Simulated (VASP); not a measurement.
# HfC (Fm-3m) in VASP: notebook, part 2 of 2

VASP 6.6.1.

### Step 3. Electric field gradients, LDA (volume scaled by 1.06)

Contents of INCAR:

```
SYSTEM = HfC
  PREC = Accurate
  ENCUT = 520
  EDIFF = 1E-8
  ISMEAR = -1
  SIGMA = 0.05
  LREAL = .False.
  LASPH = .True.
  NELM = 60
  ALGO = Normal
  ISIF = 2
  LWAVE = .False.
  LCHARG = .False.
  GGA = CA
  LEFG = .True.
  NBANDS = 14
```

Contents of KPOINTS:

```
Automatic mesh
0
Gamma
  12 12 12
  0 0 0
```

Contents of POSCAR:

```
HfC
1.0
    0.0000000000      2.3705998121      2.3705998121
    2.3705998121      0.0000000000      2.3705998121
    2.3705998121      2.3705998121      0.0000000000
Hf C
1 1
Direct
    0.5000000000      0.5000000000      0.5000000000
    0.0000000000      0.0000000000      0.0000000000
```

Potentials or basis: VASP PAW LDA potentials, release 64 (Hf_pv, C).

Launch:

```
$ cat potpaw_LDA.64/Hf_pv/POTCAR potpaw_LDA.64/C/POTCAR > POTCAR
$ mpirun -np 1 vasp_std > vasp.out
```

OUTCAR:

```text
SYSTEM = HfC
   PREC = Accurate
   ENCUT = 520
   EDIFF = 1E-8
   ISMEAR = -1
   LREAL = .False.
   LASPH = .True.
   NELM = 60
   ISIF = 2
   GGA = CA

 ion  position               nearest neighbor table
   1  0.500  0.500  0.500-   2 2.37   2 2.37   2 2.37   2 2.37   2 2.37   2 2.37
   2  0.000  0.000  0.000-   1 2.37   1 2.37   1 2.37   1 2.37   1 2.37   1 2.37

  LATTYP: Found a face centered cubic cell.
 ALAT       =     4.7411996242

  Lattice vectors:

 A1 = (   0.0000000000,   2.3705998121,   2.3705998121)
 A2 = (   2.3705998121,   0.0000000000,   2.3705998121)
 A3 = (   2.3705998121,   2.3705998121,   0.0000000000)

Analysis of symmetry for initial positions (statically):
=====================================================================
 Subroutine PRICEL returns:
 Original cell was already a primitive cell.

 Routine SETGRP: Setting up the symmetry group for a
 face centered cubic supercell.

 Subroutine GETGRP returns: Found 48 space group operations
 (whereof 48 operations were pure point group operations)
 out of a pool of 48 trial point group operations.

The static configuration has the point symmetry O_h .

Analysis of symmetry for dynamics (positions and initial velocities):
=====================================================================
 Subroutine PRICEL returns:
 Original cell was already a primitive cell.

 Routine SETGRP: Setting up the symmetry group for a
 face centered cubic supercell.

 Subroutine GETGRP returns: Found 48 space group operations
 (whereof 48 operations were pure point group operations)
 out of a pool of 48 trial point group operations.

[... 553 lines left out ...]
      6       2.7495      2.00000
      7       2.8694      2.00000
      8       9.3309      0.00000
      9      10.0084      0.00000
     10      10.2310      0.00000
     11      13.4738      0.00000
     12      14.8580      0.00000
     13      15.5396      0.00000
     14      17.8136      0.00000

 [... further k-points ...]

------------------------ aborting loop because EDIFF is reached ----------------------------------------

  FORCE on cell =-STRESS in cart. coord.  units (eV):
  Direction    XX          YY          ZZ          XY          YZ          ZX
  --------------------------------------------------------------------------------------
  -------------------------------------------------------------------------------------
  Total       -3.7961123     -3.7961123     -3.7961123      0.0000000      0.0000000     -0.0000000
  in kB     -228.2679300   -228.2679300   -228.2679300      0.0000000      0.0000000     -0.0000000
  external PRESSURE =    -228.2679300 kB  Pullay stress =       0.0000000 kB

 VOLUME and BASIS-vectors are now :
 -----------------------------------------------------------------------------
  energy-cutoff  :      520.00
  volume of cell :       26.64
      direct lattice vectors                 reciprocal lattice vectors
     0.000000000  2.370599812  2.370599812    -0.210917084  0.210917084  0.210917084
     2.370599812  0.000000000  2.370599812     0.210917084 -0.210917084  0.210917084
     2.370599812  2.370599812  0.000000000     0.210917084  0.210917084 -0.210917084

 POSITION                                       TOTAL-FORCE (eV/Angst)
 -----------------------------------------------------------------------------------
      2.37060      2.37060      2.37060         0.000000      0.000000      0.000000
      0.00000      0.00000      0.00000         0.000000     -0.000000     -0.000000
 -----------------------------------------------------------------------------------
    total drift:                                0.000000      0.000000      0.000000

  FREE ENERGIE OF THE ION-ELECTRON SYSTEM (eV)
  ---------------------------------------------------
  free  energy   TOTEN  =       -22.6878565807 eV

  energy  without entropy=      -22.6855930820  energy(sigma->0) =      -22.68672483

 Electric field gradients (V/A^2)
---------------------------------------------------------------------
 ion       V_xx      V_yy      V_zz      V_xy      V_xz      V_yz
---------------------------------------------------------------------
   1       0.000     0.000    -0.000    -0.000    -0.000    -0.000
   2      -0.000    -0.000     0.000    -0.000    -0.000    -0.000
---------------------------------------------------------------------

 Electric field gradients after diagonalization (V/A^2)
 (convention: |V_zz| > |V_xx| > |V_yy|)
----------------------------------------------------------------------
 ion       V_xx      V_yy      V_zz     asymmetry (V_yy - V_xx)/ V_zz
----------------------------------------------------------------------
   1       0.000     0.000    -0.001       0.000
   2       0.000     0.000    -0.001       0.000
----------------------------------------------------------------------

           NMR quadrupolar parameters

 Cq : quadrupolar parameter    Cq=e*Q*V_zz/h
 eta: asymmetry parameters     (V_yy - V_xx)/ V_zz
 Q  : nuclear electric quadrupole moment in mb (millibarn)
----------------------------------------------------------------------
 ion       Cq(MHz)       eta       Q (mb)
----------------------------------------------------------------------
   1      -0.000       0.000       1.000
   2      -0.000       0.000       1.000
----------------------------------------------------------------------
```

OSZICAR:

```text
N       E                     dE             d eps       ncg     rms          rms(c)
DAV:   1     0.199839850936E+02    0.19984E+02   -0.76616E+03  2024   0.969E+02
DAV:   2    -0.243851038291E+02   -0.44369E+02   -0.41412E+02  2606   0.197E+02
DAV:   3    -0.259256485478E+02   -0.15405E+01   -0.15346E+01  2364   0.263E+01
DAV:   4    -0.259334830282E+02   -0.78345E-02   -0.78339E-02  2450   0.233E+00
DAV:   5    -0.259335408220E+02   -0.57794E-04   -0.57793E-04  2412   0.178E-01    0.523E+01
DAV:   6    -0.228441118574E+02    0.30894E+01   -0.12968E+01  2232   0.182E+01    0.382E+01
DAV:   7    -0.227201560901E+02    0.12396E+00   -0.67469E-01  2520   0.542E+00    0.248E+01
DAV:   8    -0.227002099869E+02    0.19946E-01   -0.14368E-01  2442   0.263E+00    0.783E+00
DAV:   9    -0.226882354091E+02    0.11975E-01   -0.38686E-02  2286   0.112E+00    0.221E+00
DAV:  10    -0.226878636941E+02    0.37171E-03   -0.19266E-03  2572   0.307E-01    0.552E-02
DAV:  11    -0.226878572033E+02    0.64908E-05   -0.10279E-04  2346   0.802E-02    0.511E-02
DAV:  12    -0.226878568736E+02    0.32968E-06   -0.26174E-06  2562   0.127E-02    0.258E-02
DAV:  13    -0.226878565747E+02    0.29894E-06   -0.67715E-07  2256   0.452E-03    0.301E-03
DAV:  14    -0.226878565807E+02   -0.60527E-08   -0.46513E-08  2526   0.157E-03
   1 F= -.22687857E+02 E0= -.22686725E+02  d E =-.226350E-02
```

stdout:

```text
POSCAR found type information on POSCAR HfC
 POSCAR found :  2 types and       2 ions
 scaLAPACK will be used
 LDA part: xc-table for (Slater(with rela. corr.)+CA(PZ))
 , standard interpolation
 POSCAR, INCAR and KPOINTS ok, starting setup
 FFT: planning ... GRIDC
 FFT: planning ... GRID_SOFT
 FFT: planning ... GRID
 WAVECAR not read
 entering main loop
ion   1

ion   2
```

Run time: 14 s. Hardware: 1 thread of Intel Xeon 6975P-C (Granite Rapids), shared host; peak memory 0.16 GiB.

What came out:

| Quantity | Value |
| --- | --- |
| Free energy | -22.6879 eV |
| Pressure | -22.8 GPa |
| Band gap on the k mesh | zero (band 7 reaches 6.39 eV, above the bottom of band 8 at 5.00 eV) |

Levels at points of the mesh, in eV from the Fermi level:
```
           k point  band 3  band 4  band 5  band 6  band 7  band 8  band 9  band 10  band 11  band 12
(0.00, 0.00, 0.00)  -29.69  -11.86    0.99    0.99    0.99    1.27    1.27     1.27     3.13     3.13
(0.50, 0.00, 0.00)  -29.75   -8.36   -5.87   -2.80   -2.80    4.86    4.86     5.32     6.34    10.58
(0.50, 0.50, 0.00)  -29.88   -9.98   -2.55   -1.65   -0.11   -0.11    4.90     6.15     6.15     7.63
```

Caveat: without QUAD_EFG the Cq values of the log hold for a quadrupole moment of 1 mb, not for the nuclei; spin-orbit coupling is left out, which moves the levels of the heavy elements.
